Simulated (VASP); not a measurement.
# SiC (R3m) in VASP: further runs

Runs on SiC. Level: PBEsol. Tasks: single point.

Program: VASP 6.6.1. These are calculated values, not measurements. Logs are shortened: lines on timing, memory, paths and dates and some standing lists are left out, and cuts for length are marked.

## 1. The cell of the first run

The structure is trigonal, space group R3m (No. 160). The conventional cell has a = 2.958 Å, b = 2.958 Å, c = 7.695 Å, α = 90.00°, β = 90.00°, γ = 120.00°. Si (site symmetry 3m) has 4 C at 1.82 to 1.92 Å within 2.4 Å. Within 2.4 Å of C (site symmetry 3m) lie 4 Si at 1.82 to 1.92 Å.

## 2. Single point, PBEsol

INCAR reads:

```
ALGO = Normal
EDIFF = 1E-7
ENCUT = 520
GGA = PS
ISIF = 2
ISMEAR = 0
LASPH = T
LCHARG = F
LREAL = F
LWAVE = F
NBANDS = 11
NELM = 100
PREC = Accurate
SIGMA = 0.05
```

KPOINTS reads:

```
k-points
0
Gamma
  12 12 12
```

POSCAR reads:

```
SiC
1.0
    0.0000000000      2.0915547076      2.0915547076
    2.0915547076      0.0000000000      2.0915547076
    2.1780056355      2.1780056355     -0.0864509279
Si C
1 1
Direct
    0.0000000000      0.0000000000      0.0000000000
    0.7500000000      0.7500000000      0.7500000000
```

Potentials or basis: VASP PAW PBE potentials, release 64 (Si, C).

Started as:

```
> cat potpaw_PBE.64/Si/POTCAR potpaw_PBE.64/C/POTCAR > POTCAR
> mpirun -np 1 vasp_std > vasp.out
```

OUTCAR:

```text
EDIFF = 1E-7
   ENCUT = 520
   GGA = PS
   ISIF = 2
   ISMEAR = 0
   LASPH = T
   LREAL = F
   NELM = 100
   PREC = Accurate

 ion  position               nearest neighbor table
   1  0.000  0.000  0.000-   2 1.82   2 1.82   2 1.82   2 1.92
   2  0.750  0.750  0.750-   1 1.82   1 1.82   1 1.82   1 1.92

  LATTYP: Found a trigonal (rhomboedric) cell.
 ALAT       =     3.0813780780
 COS(alpha) =     0.5392678905

  Lattice vectors:

 A1 = (   2.1780056355,   0.0864509279,  -2.1780056355)
 A2 = (   0.0864509279,   2.1780056355,  -2.1780056355)
 A3 = (   2.1780056355,   2.1780056355,  -0.0864509279)

Analysis of symmetry for initial positions (statically):
=====================================================================
 Subroutine PRICEL returns:
 Original cell was already a primitive cell.

 Routine SETGRP: Setting up the symmetry group for a
 trigonal (rhombohedral) supercell.

 Subroutine GETGRP returns: Found  6 space group operations
 (whereof  6 operations were pure point group operations)
 out of a pool of 12 trial point group operations.

The static configuration has the point symmetry C_3v.

Analysis of symmetry for dynamics (positions and initial velocities):
=====================================================================
 Subroutine PRICEL returns:
 Original cell was already a primitive cell.

 Routine SETGRP: Setting up the symmetry group for a
 trigonal (rhombohedral) supercell.

 Subroutine GETGRP returns: Found  6 space group operations
 (whereof  6 operations were pure point group operations)
 out of a pool of 12 trial point group operations.

The dynamic configuration has the point symmetry C_3v.

 Subroutine INISYM returns: Found  6 space group operations
 (whereof  6 operations are pure point group operations),
 and found     1 'primitive' translations

----------------------------------------------------------------------------------------

                                     Primitive cell

  volume of cell :      19.4340

  direct lattice vectors                    reciprocal lattice vectors
     0.000000000  2.091554708  2.091554708    -0.234404546  0.243708695  0.234404546
     2.091554708  0.000000000  2.091554708     0.243708695 -0.234404546  0.234404546
     2.178005635  2.178005635 -0.086450928     0.225100396  0.225100396 -0.225100396

  length of vectors
     2.957905034  2.957905034  3.081378078     0.411442475  0.411442475  0.389885323

  position of ions in fractional coordinates (direct lattice)
     0.000000000  0.000000000  0.000000000
     0.750000000  0.750000000  0.750000000

  ion indices of the primitive-cell ions
   primitive index   ion index
                 1           1
                 2           2

----------------------------------------------------------------------------------------

 KPOINTS: k-points

Automatic generation of k-mesh.
 Grid dimensions read from file:
 generate k-points for:   12   12   12

 Generating k-lattice:

  Cartesian coordinates                     Fractional coordinates (reciprocal lattice)
    -0.019533712  0.020309058  0.019533712     0.083333333  0.000000000  0.000000000
     0.020309058 -0.019533712  0.019533712     0.000000000  0.083333333  0.000000000
     0.018758366  0.018758366 -0.018758366     0.000000000  0.000000000  0.083333333

  Length of vectors
     0.034286873  0.034286873  0.032490444

  Shift w.r.t. Gamma in fractional coordinates (k-lattice)
     0.000000000  0.000000000  0.000000000

 Subroutine IBZKPT returns following result:
 ===========================================

 Found    189 irreducible k-points:

 Following reciprocal coordinates:
            Coordinates               Weight
  0.000000  0.000000  0.000000      1.000000
  0.083333  0.000000 -0.000000      6.000000
  0.166667  0.000000 -0.000000      6.000000
  0.250000  0.000000 -0.000000      6.000000
  0.333333  0.000000 -0.000000      6.000000
  0.416667  0.000000  0.000000      6.000000
[... 16 lines left out ...]
  0.500000  0.166667  0.000000     12.000000
 -0.416667  0.166667 -0.000000     12.000000
 [... further k-points ...]
   k-points           NKPTS =    189   k-points in BZ     NKDIM =    189   number of bands    NBANDS=     11
   number of dos      NEDOS =    301   number of ions     NIONS =      2
   total plane-waves  NPLWV =  13824
   dimension x,y,z NGX =    24 NGY =   24 NGZ =   24
   dimension x,y,z NGXF=    48 NGYF=   48 NGZF=   48
   ions per type =               1   1
   NGX,Y,Z   is equivalent  to a cutoff of  13.49, 13.49, 12.95 a.u.
   NGXF,Y,Z  is equivalent  to a cutoff of  26.98, 26.98, 25.90 a.u.
 SYSTEM =  unknown system
   PREC   = accura    normal or accurate (medium, high low for compatibility)
   ISTART =      0    job   : 0-new  1-cont  2-samecut
   ICHARG =      2    charge: 1-file 2-atom 10-const
   ISPIN  =      1    spin polarized calculation?
   LNONCOLLINEAR =      F non collinear calculations
   LSORBIT =      F    spin-orbit coupling
   LASPH  =      T    aspherical Exc in radial PAW
   ENCUT  =  520.0 eV  38.22 Ry    6.18 a.u.   5.50  5.50  5.73*2*pi/ulx,y,z
   NELM   =    100;   NELMIN=  2; NELMDL= -5     # of ELM steps
   EDIFF  = 0.1E-06   stopping-criterion for ELM
   LREAL  =      F    real-space projection
   EDIFFG = 0.1E-05   stopping-criterion for IOM
   NSW    =      0    number of steps for IOM
   IBRION =     -1    ionic relax: 0-MD 1-quasi-New 2-CG
   NFREE  =      0    steps in history (QN), initial steepest desc. (CG)
   ISIF   =      2    stress and relaxation
   ISYM   =      2    0-nonsym 1-usesym 2-fastsym
   POTIM  = 0.5000    time-step for ionic-motion
   TEBEG  =    0.0;   TEEND  =   0.0 temperature during run
   PSTRESS=    0.0 pullay stress
   NELECT =       8.0000    total number of electrons
   NUPDOWN=      -1.0000    fix difference up-down
   EMIN   =  10.00;   EMAX   =-10.00  energy-range for DOS
   EFERMI =   0.00;   METHOD = LEGACY
   ISMEAR =     0;   SIGMA  =   0.05  broadening in eV -4-tet -1-fermi 0-gaus
   EFERMI_NEDOS =   21; number of points for ismear=-14 and -15
   IALGO  =     38    algorithm
   IMIX   =      4    mixing-type and parameters
     AMIX     =   0.40;   BMIX     =  1.00
     AMIX_MAG =   1.60;   BMIX_MAG =  1.00
  volume/ion in A,a.u.               =       9.72        65.57
  Fermi-wavevector in a.u.,A,eV,Ry     =   1.217823  2.301351 20.178696  1.483092
  Thomas-Fermi vector in A             =   2.353130
   LORBIT       =      0    0 simple, 1 ext, 2 COOP (PROOUT), +10 PAW based schemes
   GGA     = PS    functional components
   LHFCALC =     F    Hartree Fock is set to
   AEXX    =    0.0000 exact exchange contribution
   IVDW    =     0    specifies the selected vdW correction
   LEPSILON=     F    determine dielectric tensor
   LRPA    =     F    only Hartree local field effects (RPA)
 non-spin polarized calculation
 Gauss-broadening in eV      SIGMA  =   0.05
  energy-cutoff  :      520.00
  volume of cell :       19.43
 maximum number of plane-waves:       547
 NGX is ok and might be reduce to    24
   NGX = 11   NGY = 11   NGZ = 11

 number of electron       7.9999999 magnetization

 Free energy of the ion-electron system (eV)
  ---------------------------------------------------
  ext. energy  EPLUGINS =         0.00000000
  ---------------------------------------------------
  free energy    TOTEN  =       -15.76319466 eV

  energy without entropy =      -15.76319466  energy(sigma->0) =      -15.76319466

 E-fermi :   9.1440     XC(G=0): -11.7756

 val. band max:        8.9239615993   @ k =   0.0000   0.0000   0.0000
 cond. band min:       9.8915592881   @ k =   0.5000   0.5000  -0.0000
 fundamental gap:      0.9675976887
 Fermi energy:         9.1440129595

 k-point     1 :       0.0000    0.0000    0.0000
  band No.  band energies     occupation
      1      -7.1605      2.00000
      2       8.4628      2.00000
      3       8.9240      2.00000
      4       8.9240      2.00000
      5      14.4484      0.00000
      6      16.8027      0.00000
      7      16.9754      0.00000
      8      16.9754      0.00000
      9      23.6468      0.00000
     10      23.6468      0.00000
     11      25.8035      0.00000

 k-point     2 :       0.0833    0.0000   -0.0000
  band No.  band energies     occupation
      1      -7.0128      2.00000
      2       8.1107      2.00000
      3       8.4768      2.00000
      4       8.8093      2.00000
      5      14.6189      0.00000
      6      16.7486      0.00000
      7      17.1668      0.00000
      8      17.3568      0.00000
      9      22.6044      0.00000
     10      22.9053      0.00000
     11      25.5990      0.00000

 k-point     3 :       0.1667    0.0000   -0.0000
  band No.  band energies     occupation
      1      -6.5734      2.00000
      2       6.5051      2.00000
      3       8.1962      2.00000
      4       8.5259      2.00000
      5      14.8311      0.00000
      6      16.6304      0.00000
      7      17.4891      0.00000
      8      18.2248      0.00000
      9      21.5358      0.00000
     10      22.1981      0.00000
     11      24.7736      0.00000

 k-point     4 :       0.2500    0.0000   -0.0000
  band No.  band energies     occupation
      1      -5.8556      2.00000
      2       4.5093      2.00000
      3       7.9335      2.00000
      4       8.1927      2.00000
      5      14.7499      0.00000
      6      16.5223      0.00000
      7      17.4168      0.00000
      8      18.8416      0.00000
      9      21.5605      0.00000
     10      22.6145      0.00000
     11      24.3678      0.00000
[... 239 lines left out ...]
 k-point    22 :       0.4167    0.1667    0.0000
  band No.  band energies     occupation
      1      -4.1045      2.00000
      2       2.2888      2.00000
      3       6.3240      2.00000
      4       6.6428      2.00000
      5      13.3657      0.00000
      6      16.9332      0.00000
      7      18.2226      0.00000
      8      19.3707      0.00000
      9      22.5858      0.00000
     10      26.1969      0.00000
     11      27.5951      0.00000

 k-point    23 :       0.5000    0.1667    0.0000
  band No.  band energies     occupation
      1      -3.0800      2.00000
      2       0.7893      2.00000
      3       5.8589      2.00000
      4       6.7569      2.00000
      5      13.3983      0.00000
      6      16.6976      0.00000
      7      17.7857      0.00000
      8      20.4262      0.00000
      9      23.2355      0.00000
     10      26.4051      0.00000
     11      27.7328      0.00000

 k-point    24 :      -0.4167    0.1667   -0.0000
  band No.  band energies     occupation
      1      -2.8026      2.00000
      2       0.4291      2.00000
      3       5.5581      2.00000
      4       7.0490      2.00000
      5      13.7375      0.00000
      6      16.4255      0.00000
      7      17.4911      0.00000
      8      20.5492      0.00000
      9      23.9955      0.00000
     10      24.8450      0.00000
     11      27.7650      0.00000

 [... further k-points ...]
[... 5 lines left out ...]
  --------------------------------------------------------------------------------------
  -------------------------------------------------------------------------------------
  Total        2.0717859      2.0717859      2.0717859     -1.5010849      1.5010849      1.5010849
  in kB      170.8021172    170.8021172    170.8021172   -123.7524019    123.7524019    123.7524019
  external PRESSURE =     170.8021172 kB  Pullay stress =       0.0000000 kB

 VOLUME and BASIS-vectors are now :
 -----------------------------------------------------------------------------
  energy-cutoff  :      520.00
  volume of cell :       19.43
      direct lattice vectors                 reciprocal lattice vectors
     0.000000000  2.091554708  2.091554708    -0.234404546  0.243708695  0.234404546
     2.091554708  0.000000000  2.091554708     0.243708695 -0.234404546  0.234404546
     2.178005635  2.178005635 -0.086450928     0.225100396  0.225100396 -0.225100396

 POSITION                                       TOTAL-FORCE (eV/Angst)
 -----------------------------------------------------------------------------------
      0.00000      0.00000      0.00000         0.379633      0.379633     -0.379633
      3.20217      3.20217      3.07249        -0.379633     -0.379633      0.379633
 -----------------------------------------------------------------------------------
    total drift:                               -0.000116     -0.000116      0.000116

  FREE ENERGIE OF THE ION-ELECTRON SYSTEM (eV)
  ---------------------------------------------------
  free  energy   TOTEN  =       -15.7631946572 eV

  energy  without entropy=      -15.7631946572  energy(sigma->0) =      -15.76319466
```

It used 20 s of CPU time on 1 thread of Intel Xeon 6975P-C, on a shared host.

What came out:

```yaml
Free_energy: -15.7632 eV
Pressure: 17.1 GPa
Largest_force: 0.658 eV/Å
Band_gap_on_the_k_mesh: 0.97 eV, indirect (least direct gap 4.11 eV)
```

Forces in eV/Å, atoms in the order of the input:
```
Si   0.380  0.380 -0.380
C   -0.380 -0.380  0.380
```

Caveat: the PAW data sets were made with another functional, which shifts forces and pressure a little. A k mesh can miss the band edges.

(Part 1 of 2 ends here.)
